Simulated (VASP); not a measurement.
# BeS (P4mm) in VASP: single point with PBE

Aim: the single point of BeS with PBE.

Everything below comes from runs of VASP 6.6.1. Logs are shortened: lines on timing, memory, paths and dates and some standing lists are left out, and cuts for length are marked.

### 1 The cell of the first run

The structure is tetragonal, space group P4mm (No. 99). Conventional cell: a = 4.364 Å, b = 4.364 Å, c = 5.679 Å, α = 90.00°, β = 90.00°, γ = 90.00°. Within 2.8 Å of Be (site symmetry 4mm) lie 1 S at 2.13 Å and 4 Be at 2.41 Å. Within 2.7 Å of Be (site symmetry 2mm) lie 1 S at 2.04 Å and 2 Be at 2.41 Å. Within 2.8 Å of S (site symmetry 4mm) lie 1 Be at 2.13 Å and 4 S at 2.24 Å. Within 2.7 Å of S (site symmetry 2mm) lie 1 Be at 2.04 Å and 2 S at 2.24 Å.

### 2 Single point, PBE

File INCAR:

```
PREC = Accurate ; ENCUT = 600
EDIFF = 1E-6 ; ISMEAR = 0
SIGMA = 0.15 ; LREAL = F
LASPH = T ; NELM = 120
ALGO = Normal ; ISIF = 2
LWAVE = F ; LCHARG = F
GGA = PE ; NBANDS = 21
GGA_COMPAT = F
```

File KPOINTS:

```
Automatic mesh
0
Gamma
  3 3 2
```

File POSCAR:

```
BeS
1.0
    4.3640294098      0.0000000000      0.0000000000
    0.0000000000      4.3640294098      0.0000000000
    0.0000000000      0.0000000000      5.6792693779
Be S
3 3
Direct
    0.0000000000      0.0000000000      0.2025926498
    0.5000000000      0.0000000000      0.0216067848
    0.0000000000      0.5000000000      0.0216067848
    0.0000000000      0.0000000000      0.5777436635
    0.5000000000      0.0000000000      0.6629421186
    0.0000000000      0.5000000000      0.6629421186
```

Potentials or basis: VASP PAW PBE potentials, release 64 (Be, S).

Launch:

```sh
> cat potpaw_PBE.64/Be/POTCAR potpaw_PBE.64/S/POTCAR > POTCAR
> mpirun -np 1 vasp_std > vasp.out
```

OUTCAR:

```text
PREC = Accurate
   ENCUT = 600
   EDIFF = 1E-6
   ISMEAR = 0
   LREAL = F
   LASPH = T
   NELM = 120
   ISIF = 2
   GGA = PE

 ion  position               nearest neighbor table
   1  0.000  0.000  0.203-   4 2.13
   2  0.500  0.000  0.022-   5 2.04
   3  0.000  0.500  0.022-   6 2.04
   4  0.000  0.000  0.578-   1 2.13   5 2.24   6 2.24   6 2.24   5 2.24
   5  0.500  0.000  0.663-   2 2.04   4 2.24   4 2.24
   6  0.000  0.500  0.663-   3 2.04   4 2.24   4 2.24

  LATTYP: Found a simple tetragonal cell.
 ALAT       =     4.3640294098
 C/A-ratio  =     1.3013820130

  Lattice vectors:

 A1 = (   4.3640294098,   0.0000000000,   0.0000000000)
 A2 = (   0.0000000000,   4.3640294098,   0.0000000000)
 A3 = (   0.0000000000,   0.0000000000,   5.6792693779)

Analysis of symmetry for initial positions (statically):
=====================================================================
 Subroutine PRICEL returns:
 Original cell was already a primitive cell.

 Routine SETGRP: Setting up the symmetry group for a
 simple tetragonal supercell.

 Subroutine GETGRP returns: Found  8 space group operations
 (whereof  8 operations were pure point group operations)
 out of a pool of 16 trial point group operations.

The static configuration has the point symmetry C_4v.

Analysis of symmetry for dynamics (positions and initial velocities):
=====================================================================
 Subroutine PRICEL returns:
 Original cell was already a primitive cell.

 Routine SETGRP: Setting up the symmetry group for a
 simple tetragonal supercell.

 Subroutine GETGRP returns: Found  8 space group operations
 (whereof  8 operations were pure point group operations)
 out of a pool of 16 trial point group operations.

The dynamic configuration has the point symmetry C_4v.

 Subroutine INISYM returns: Found  8 space group operations
 (whereof  8 operations are pure point group operations),
 and found     1 'primitive' translations

----------------------------------------------------------------------------------------

                                     Primitive cell

  volume of cell :     108.1603

[... 75 lines left out ...]
   ENCUT  =  600.0 eV  44.10 Ry    6.64 a.u.   8.72  8.72 11.34*2*pi/ulx,y,z
   NELM   =    120;   NELMIN=  2; NELMDL= -5     # of ELM steps
   EDIFF  = 0.1E-05   stopping-criterion for ELM
   LREAL  =      F    real-space projection
   EDIFFG = 0.1E-04   stopping-criterion for IOM
   NSW    =      0    number of steps for IOM
   IBRION =     -1    ionic relax: 0-MD 1-quasi-New 2-CG
   NFREE  =      0    steps in history (QN), initial steepest desc. (CG)
   ISIF   =      2    stress and relaxation
   ISYM   =      2    0-nonsym 1-usesym 2-fastsym
   POTIM  = 0.5000    time-step for ionic-motion
   TEBEG  =    0.0;   TEEND  =   0.0 temperature during run
   PSTRESS=    0.0 pullay stress
   NELECT =      24.0000    total number of electrons
   NUPDOWN=      -1.0000    fix difference up-down
   EMIN   =  10.00;   EMAX   =-10.00  energy-range for DOS
   EFERMI =   0.00;   METHOD = LEGACY
   ISMEAR =     0;   SIGMA  =   0.15  broadening in eV -4-tet -1-fermi 0-gaus
   EFERMI_NEDOS =   21; number of points for ismear=-14 and -15
   IALGO  =     38    algorithm
   IMIX   =      4    mixing-type and parameters
     AMIX     =   0.40;   BMIX     =  1.00
     AMIX_MAG =   1.60;   BMIX_MAG =  1.00
  volume/ion in A,a.u.               =      18.03       121.65
  Fermi-wavevector in a.u.,A,eV,Ry     =   0.991112  1.872930 13.365038  0.982303
  Thomas-Fermi vector in A             =   2.122830
   LORBIT       =      0    0 simple, 1 ext, 2 COOP (PROOUT), +10 PAW based schemes
   GGA     = PE    functional components
   LHFCALC =     F    Hartree Fock is set to
   AEXX    =    0.0000 exact exchange contribution
   IVDW    =     0    specifies the selected vdW correction
   LEPSILON=     F    determine dielectric tensor
   LRPA    =     F    only Hartree local field effects (RPA)
 non-spin polarized calculation
 Gauss-broadening in eV      SIGMA  =   0.15
  energy-cutoff  :      600.00
  volume of cell :      108.16
 maximum number of plane-waves:      3631
 NGX is ok and might be reduce to    36
   NGX = 17   NGY = 17   NGZ = 23

 number of electron      24.0000001 magnetization

 Free energy of the ion-electron system (eV)
  ---------------------------------------------------
  ext. energy  EPLUGINS =         0.00000000
  ---------------------------------------------------
  free energy    TOTEN  =       -19.91244497 eV

  energy without entropy =      -19.86640940  energy(sigma->0) =      -19.88942718

 E-fermi :   3.3143     XC(G=0):  -8.8712

 val. band max:        3.3079729826   @ k =   0.0000   0.0000   0.5000
 cond. band min:       3.3393694944   @ k =   0.3333   0.3333   0.0000
 fundamental gap:      0.0313965117
 Fermi energy:         3.3143128573

 k-point     1 :       0.0000    0.0000    0.0000
  band No.  band energies     occupation
      1     -13.7686      2.00000
      2      -8.8519      2.00000
      3      -6.8983      2.00000
      4      -4.7295      2.00000
      5      -4.7295      2.00000
      6      -2.0928      2.00000
[... 133 lines left out ...]
     20       9.2666      0.00000
     21      10.9978      0.00000

------------------------ aborting loop because EDIFF is reached ----------------------------------------

  FORCE on cell =-STRESS in cart. coord.  units (eV):
  Direction    XX          YY          ZZ          XY          YZ          ZX
  --------------------------------------------------------------------------------------
  -------------------------------------------------------------------------------------
  Total        0.1924307      0.1924307      0.1564819      0.0000000     -0.0000000      0.0000000
  in kB        2.8504744      2.8504744      2.3179656      0.0000000     -0.0000000      0.0000000
  external PRESSURE =       2.6729715 kB  Pullay stress =       0.0000000 kB

 VOLUME and BASIS-vectors are now :
 -----------------------------------------------------------------------------
  energy-cutoff  :      600.00
  volume of cell :      108.16
      direct lattice vectors                 reciprocal lattice vectors
     4.364029410  0.000000000  0.000000000     0.229146027  0.000000000  0.000000000
     0.000000000  4.364029410  0.000000000     0.000000000  0.229146027  0.000000000
     0.000000000  0.000000000  5.679269378     0.000000000  0.000000000  0.176078987

 POSITION                                       TOTAL-FORCE (eV/Angst)
 -----------------------------------------------------------------------------------
      0.00000      0.00000      1.15058        -0.000000      0.000000     -0.016253
      2.18201      0.00000      0.12271         0.000000      0.000000      0.014229
      0.00000      2.18201      0.12271         0.000000      0.000000      0.014229
      0.00000      0.00000      3.28116         0.000000     -0.000000      0.078468
      2.18201      0.00000      3.76503         0.000000      0.000000     -0.045337
      0.00000      2.18201      3.76503         0.000000      0.000000     -0.045337
 -----------------------------------------------------------------------------------
    total drift:                                0.000000      0.000000     -0.000095

  FREE ENERGIE OF THE ION-ELECTRON SYSTEM (eV)
  ---------------------------------------------------
  free  energy   TOTEN  =       -19.9124449689 eV

  energy  without entropy=      -19.8664093983  energy(sigma->0) =      -19.88942718
```

OSZICAR:

```text
N       E                     dE             d eps       ncg     rms          rms(c)
DAV:   1     0.110032772062E+03    0.11003E+03   -0.10560E+04   252   0.107E+03
DAV:   2    -0.962099736760E+01   -0.11965E+03   -0.11504E+03   350   0.182E+02
DAV:   3    -0.201270770003E+02   -0.10506E+02   -0.10413E+02   339   0.581E+01
DAV:   4    -0.203050227537E+02   -0.17795E+00   -0.17770E+00   329   0.858E+00
DAV:   5    -0.203088272235E+02   -0.38045E-02   -0.38040E-02   358   0.121E+00    0.204E+01
DAV:   6    -0.199699293003E+02    0.33890E+00   -0.74939E-01   292   0.385E+00    0.120E+01
DAV:   7    -0.200107391659E+02   -0.40810E-01   -0.13152E+00   302   0.396E+00    0.347E+00
DAV:   8    -0.199170355861E+02    0.93704E-01   -0.55648E-01   313   0.236E+00    0.114E+00
DAV:   9    -0.199125525072E+02    0.44831E-02   -0.45761E-02   297   0.106E+00    0.398E-01
DAV:  10    -0.199124537518E+02    0.98755E-04   -0.55539E-03   302   0.415E-01    0.163E-01
DAV:  11    -0.199124022554E+02    0.51496E-04   -0.52686E-04   308   0.115E-01    0.100E-01
DAV:  12    -0.199124366208E+02   -0.34365E-04   -0.10155E-04   326   0.564E-02    0.417E-02
DAV:  13    -0.199124429035E+02   -0.62827E-05   -0.15290E-05   316   0.204E-02    0.361E-02
DAV:  14    -0.199124450696E+02   -0.21661E-05   -0.37564E-06   292   0.105E-02    0.134E-02
DAV:  15    -0.199124449689E+02    0.10071E-06   -0.33588E-07   186   0.320E-03
   1 F= -.19912445E+02 E0= -.19889427E+02  d E =-.460356E-01
```

stdout:

```text
POSCAR found type information on POSCAR BeS
 POSCAR found :  2 types and       6 ions
 scaLAPACK will be used
 LDA part: xc-table for (Slater+PW92), standard interpolation
 POSCAR, INCAR and KPOINTS ok, starting setup
 FFT: planning ... GRIDC
 FFT: planning ... GRID_SOFT
 FFT: planning ... GRID
 WAVECAR not read
 entering main loop
```

It took 13 s on 1 thread of Intel Xeon Platinum 8375C at 2.90GHz (Ice Lake), shared host; peak memory 0.23 GiB.

What came out:

| Quantity | Value |
| --- | --- |
| Free energy | -19.9124 eV |
| Pressure | 0.3 GPa |
| Largest force | 0.078 eV/Å |
| Band gap on the k mesh | zero (band 12 reaches 4.08 eV, above the bottom of band 13 at 3.31 eV) |

Forces on the atoms (eV/Å):
```
Be   0.000  0.000 -0.016
Be   0.000  0.000  0.014
Be   0.000  0.000  0.014
S    0.000  0.000  0.078
S    0.000  0.000 -0.045
S    0.000  0.000 -0.045
```

Caveat: the k points lie up to 0.55 Å⁻¹ apart.
